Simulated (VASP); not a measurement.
# BaS (Fm-3m) in VASP: single point with PBE

Aim: the single point of BaS with PBE.

Program: VASP 6.6.1. These are calculated values, not measurements. Logs are shortened: lines on timing, memory, paths and dates and some standing lists are left out, and cuts for length are marked.

## 1. The cell of the first run

It takes space group Fm-3m (No. 225, cubic). The conventional cell has a = 6.388 Å, b = 6.388 Å, c = 6.388 Å, α = 90.00°, β = 90.00°, γ = 90.00°. Within 4.2 Å of Ba (site symmetry m-3m) lie 6 S at 3.19 Å. S (site symmetry m-3m) has 6 Ba at 3.19 Å within 4.2 Å.

## 2. Single point, PBE

INCAR reads:

```
ALGO     = Normal         # electronic algorithm
EDIFF    = 1E-6           # SCF threshold, eV
ENCUT    = 500            # plane-wave cutoff, eV
GGA      = PE             # functional
GGA_COMPAT= False        
ISIF     = 2              # what is computed and relaxed
ISMEAR   = 0              # smearing method
LASPH    = True           # aspherical terms in the spheres
LCHARG   = False          # write CHGCAR
LREAL    = False          # projectors in reciprocal space
LWAVE    = False          # write WAVECAR
NBANDS   = 15             # bands
NELM     = 120            # most SCF steps
PREC     = Accurate       # precision mode
SIGMA    = 0.023          # smearing width, eV
```

KPOINTS reads:

```
k-points
0
Gamma
  7 7 7
```

POSCAR reads:

```
BaS
1.0
    0.0000000000      3.1937500000      3.1937500000
    3.1937500000      0.0000000000      3.1937500000
    3.1937500000      3.1937500000      0.0000000000
Ba S
1 1
Direct
    0.0000000000      0.0000000000      0.0000000000
    0.5000000000      0.5000000000      0.5000000000
```

Potentials or basis: VASP PAW PBE potentials, release 64 (Ba_sv, S).

Launch:

```
$ cat potpaw_PBE.64/Ba_sv/POTCAR potpaw_PBE.64/S/POTCAR > POTCAR
$ mpirun -np 1 vasp_std > vasp.out
```

OUTCAR:

```text
EDIFF = 1E-6
   ENCUT = 500
   GGA = PE
   ISIF = 2
   ISMEAR = 0
   LASPH = True
   LREAL = False
   NELM = 120
   PREC = Accurate

 ion  position               nearest neighbor table
   1  0.000  0.000  0.000-   2 3.19   2 3.19   2 3.19   2 3.19   2 3.19   2 3.19
   2  0.500  0.500  0.500-   1 3.19   1 3.19   1 3.19   1 3.19   1 3.19   1 3.19

  LATTYP: Found a face centered cubic cell.
 ALAT       =     6.3875000000

  Lattice vectors:

 A1 = (   0.0000000000,   3.1937500000,   3.1937500000)
 A2 = (   3.1937500000,   0.0000000000,   3.1937500000)
 A3 = (   3.1937500000,   3.1937500000,   0.0000000000)

Analysis of symmetry for initial positions (statically):
=====================================================================
 Subroutine PRICEL returns:
 Original cell was already a primitive cell.

 Routine SETGRP: Setting up the symmetry group for a
 face centered cubic supercell.

 Subroutine GETGRP returns: Found 48 space group operations
 (whereof 48 operations were pure point group operations)
 out of a pool of 48 trial point group operations.

The static configuration has the point symmetry O_h .

Analysis of symmetry for dynamics (positions and initial velocities):
=====================================================================
 Subroutine PRICEL returns:
 Original cell was already a primitive cell.

 Routine SETGRP: Setting up the symmetry group for a
 face centered cubic supercell.

 Subroutine GETGRP returns: Found 48 space group operations
 (whereof 48 operations were pure point group operations)
 out of a pool of 48 trial point group operations.

The dynamic configuration has the point symmetry O_h .

 Subroutine INISYM returns: Found 48 space group operations
 (whereof 48 operations are pure point group operations),
 and found     1 'primitive' translations

----------------------------------------------------------------------------------------

                                     Primitive cell

  volume of cell :      65.1527

  direct lattice vectors                    reciprocal lattice vectors
     0.000000000  3.193750000  3.193750000    -0.156555773  0.156555773  0.156555773
     3.193750000  0.000000000  3.193750000     0.156555773 -0.156555773  0.156555773
     3.193750000  3.193750000  0.000000000     0.156555773  0.156555773 -0.156555773

  length of vectors
     4.516644565  4.516644565  4.516644565     0.271162553  0.271162553  0.271162553

  position of ions in fractional coordinates (direct lattice)
     0.000000000  0.000000000  0.000000000
     0.500000000  0.500000000  0.500000000

  ion indices of the primitive-cell ions
   primitive index   ion index
                 1           1
                 2           2

----------------------------------------------------------------------------------------

 KPOINTS: k-points

Automatic generation of k-mesh.
 Grid dimensions read from file:
 generate k-points for:    7    7    7

 Generating k-lattice:

  Cartesian coordinates                     Fractional coordinates (reciprocal lattice)
    -0.022365110  0.022365110  0.022365110     0.142857143  0.000000000  0.000000000
     0.022365110 -0.022365110  0.022365110     0.000000000  0.142857143  0.000000000
     0.022365110  0.022365110 -0.022365110     0.000000000  0.000000000  0.142857143

  Length of vectors
     0.038737508  0.038737508  0.038737508

  Shift w.r.t. Gamma in fractional coordinates (k-lattice)
     0.000000000  0.000000000  0.000000000

 Subroutine IBZKPT returns following result:
 ===========================================

 Found     20 irreducible k-points:

 Following reciprocal coordinates:
            Coordinates               Weight
  0.000000  0.000000  0.000000      1.000000
  0.142857  0.000000  0.000000      8.000000
  0.285714  0.000000  0.000000      8.000000
  0.428571  0.000000  0.000000      8.000000
  0.142857  0.142857  0.000000      6.000000
  0.285714  0.142857  0.000000     24.000000
[... 12 lines left out ...]
 -0.428571  0.428571  0.142857     24.000000
 -0.285714  0.428571  0.142857     24.000000
   k-points           NKPTS =     20   k-points in BZ     NKDIM =     20   number of bands    NBANDS=     15
   number of dos      NEDOS =    301   number of ions     NIONS =      2
   total plane-waves  NPLWV =  46656
   dimension x,y,z NGX =    36 NGY =   36 NGZ =   36
   dimension x,y,z NGXF=    72 NGYF=   72 NGZF=   72
   ions per type =               1   1
   NGX,Y,Z   is equivalent  to a cutoff of  13.25, 13.25, 13.25 a.u.
   NGXF,Y,Z  is equivalent  to a cutoff of  26.50, 26.50, 26.50 a.u.
 SYSTEM =  unknown system
   PREC   = accura    normal or accurate (medium, high low for compatibility)
   ISTART =      0    job   : 0-new  1-cont  2-samecut
   ICHARG =      2    charge: 1-file 2-atom 10-const
   ISPIN  =      1    spin polarized calculation?
   LNONCOLLINEAR =      F non collinear calculations
   LSORBIT =      F    spin-orbit coupling
   LASPH  =      T    aspherical Exc in radial PAW
   ENCUT  =  500.0 eV  36.75 Ry    6.06 a.u.   8.23  8.23  8.23*2*pi/ulx,y,z
   NELM   =    120;   NELMIN=  2; NELMDL= -5     # of ELM steps
   EDIFF  = 0.1E-05   stopping-criterion for ELM
   LREAL  =      F    real-space projection
   EDIFFG = 0.1E-04   stopping-criterion for IOM
   NSW    =      0    number of steps for IOM
   IBRION =     -1    ionic relax: 0-MD 1-quasi-New 2-CG
   NFREE  =      0    steps in history (QN), initial steepest desc. (CG)
   ISIF   =      2    stress and relaxation
   ISYM   =      2    0-nonsym 1-usesym 2-fastsym
   POTIM  = 0.5000    time-step for ionic-motion
   TEBEG  =    0.0;   TEEND  =   0.0 temperature during run
   PSTRESS=    0.0 pullay stress
   NELECT =      16.0000    total number of electrons
   NUPDOWN=      -1.0000    fix difference up-down
   EMIN   =  10.00;   EMAX   =-10.00  energy-range for DOS
   EFERMI =   0.00;   METHOD = LEGACY
   ISMEAR =     0;   SIGMA  =   0.02  broadening in eV -4-tet -1-fermi 0-gaus
   EFERMI_NEDOS =   21; number of points for ismear=-14 and -15
   IALGO  =     38    algorithm
   IMIX   =      4    mixing-type and parameters
     AMIX     =   0.40;   BMIX     =  1.00
     AMIX_MAG =   1.60;   BMIX_MAG =  1.00
  volume/ion in A,a.u.               =      32.58       219.84
  Fermi-wavevector in a.u.,A,eV,Ry     =   1.025189  1.937326 14.299891  1.051012
  Thomas-Fermi vector in A             =   2.159016
   LORBIT       =      0    0 simple, 1 ext, 2 COOP (PROOUT), +10 PAW based schemes
   GGA     = PE    functional components
   LHFCALC =     F    Hartree Fock is set to
   AEXX    =    0.0000 exact exchange contribution
   IVDW    =     0    specifies the selected vdW correction
   LEPSILON=     F    determine dielectric tensor
   LRPA    =     F    only Hartree local field effects (RPA)
 non-spin polarized calculation
 Gauss-broadening in eV      SIGMA  =   0.02
  energy-cutoff  :      500.00
  volume of cell :       65.15
 maximum number of plane-waves:      1673
 NGX is ok and might be reduce to    36
   NGX = 17   NGY = 17   NGZ = 17

 number of electron      16.0000001 magnetization

 Free energy of the ion-electron system (eV)
  ---------------------------------------------------
  ext. energy  EPLUGINS =         0.00000000
  ---------------------------------------------------
  free energy    TOTEN  =       -10.18453578 eV

  energy without entropy =      -10.18453578  energy(sigma->0) =      -10.18453578

 E-fermi :   1.5773     XC(G=0):  -8.6259

 val. band max:        1.4539025761   @ k =   0.0000   0.0000   0.0000
 cond. band min:       3.6205322718   @ k =   0.4286   0.4286   0.0000
 fundamental gap:      2.1666296956
 Fermi energy:         1.5773203405

 k-point     1 :       0.0000    0.0000    0.0000
  band No.  band energies     occupation
      1     -24.6208      2.00000
      2      -9.6761      2.00000
      3      -9.6761      2.00000
      4      -9.6761      2.00000
      5      -8.9067      2.00000
      6       1.4539      2.00000
      7       1.4539      2.00000
      8       1.4539      2.00000
      9       5.0532      0.00000
     10       5.3225      0.00000
     11       5.3225      0.00000
     12       5.3225      0.00000
     13       6.2483      0.00000
     14       6.2483      0.00000
     15      10.1888      0.00000

 k-point     2 :       0.1429    0.0000    0.0000
  band No.  band energies     occupation
      1     -24.6124      2.00000
      2     -10.0431      2.00000
      3      -9.6835      2.00000
      4      -9.6835      2.00000
      5      -8.5222      2.00000
      6       0.9436      2.00000
      7       1.1885      2.00000
      8       1.1885      2.00000
      9       5.3361      0.00000
     10       5.6255      0.00000
     11       5.6255      0.00000
     12       5.8101      0.00000
     13       6.8329      0.00000
     14       6.8329      0.00000
     15      10.9877      0.00000

 k-point     3 :       0.2857    0.0000    0.0000
  band No.  band energies     occupation
      1     -24.5935      2.00000
      2     -10.5101      2.00000
      3      -9.6997      2.00000
      4      -9.6997      2.00000
      5      -8.0131      2.00000
      6       0.1127      2.00000
      7       0.7148      2.00000
      8       0.7148      2.00000
      9       5.6905      0.00000
     10       6.4574      0.00000
     11       6.4574      0.00000
     12       7.1587      0.00000
     13       8.2360      0.00000
     14       8.2360      0.00000
     15      12.0394      0.00000
[... 271 lines left out ...]
 k-point    19 :      -0.4286    0.4286    0.1429
  band No.  band energies     occupation
      1     -24.5649      2.00000
      2     -10.2762      2.00000
      3      -9.9445      2.00000
      4      -9.9140      2.00000
      5      -8.3934      2.00000
      6       0.5929      2.00000
      7       0.8309      2.00000
      8       1.1069      2.00000
      9       4.4463      0.00000
     10       7.2831      0.00000
     11       7.6332      0.00000
     12       8.5837      0.00000
     13       8.7996      0.00000
     14       9.5264      0.00000
     15      10.8838      0.00000

 k-point    20 :      -0.2857    0.4286    0.1429
  band No.  band energies     occupation
      1     -24.5635      2.00000
      2     -10.3131      2.00000
      3     -10.0369      2.00000
      4      -9.8907      2.00000
      5      -8.2358      2.00000
      6       0.3128      2.00000
      7       0.8650      2.00000
      8       0.9348      2.00000
      9       5.3865      0.00000
     10       6.2993      0.00000
     11       7.8671      0.00000
     12       8.5365      0.00000
     13       8.6794      0.00000
     14      10.6183      0.00000
     15      11.6462      0.00000

------------------------ aborting loop because EDIFF is reached ----------------------------------------

  FORCE on cell =-STRESS in cart. coord.  units (eV):
  Direction    XX          YY          ZZ          XY          YZ          ZX
  --------------------------------------------------------------------------------------
  -------------------------------------------------------------------------------------
  Total        0.5790060      0.5790060      0.5790060     -0.0000000      0.0000000      0.0000000
  in kB       14.2383911     14.2383911     14.2383911     -0.0000000      0.0000000      0.0000000
  external PRESSURE =      14.2383911 kB  Pullay stress =       0.0000000 kB

 VOLUME and BASIS-vectors are now :
 -----------------------------------------------------------------------------
  energy-cutoff  :      500.00
  volume of cell :       65.15
      direct lattice vectors                 reciprocal lattice vectors
     0.000000000  3.193750000  3.193750000    -0.156555773  0.156555773  0.156555773
     3.193750000  0.000000000  3.193750000     0.156555773 -0.156555773  0.156555773
     3.193750000  3.193750000  0.000000000     0.156555773  0.156555773 -0.156555773

 POSITION                                       TOTAL-FORCE (eV/Angst)
 -----------------------------------------------------------------------------------
      0.00000      0.00000      0.00000        -0.000000      0.000000      0.000000
      3.19375      3.19375      3.19375         0.000000     -0.000000     -0.000000
 -----------------------------------------------------------------------------------
    total drift:                                0.000000      0.000000      0.000000

  FREE ENERGIE OF THE ION-ELECTRON SYSTEM (eV)
  ---------------------------------------------------
  free  energy   TOTEN  =       -10.1845357796 eV

  energy  without entropy=      -10.1845357796  energy(sigma->0) =      -10.18453578
```

Wall time 17 s (1 thread of Intel Xeon Platinum 8259CL at 2.50GHz (Skylake/Cascade Lake), shared host); peak memory 0.2 GiB.

Results:

```yaml
Free_energy: -10.1845 eV
Pressure: 1.4 GPa
Band_gap_on_the_k_mesh: 2.17 eV (least direct gap 2.31 eV)
```

Caveat: spin-orbit coupling is left out, which moves the levels of the heavy elements; an odd mesh through Γ misses points on the zone boundary, where band edges can lie.
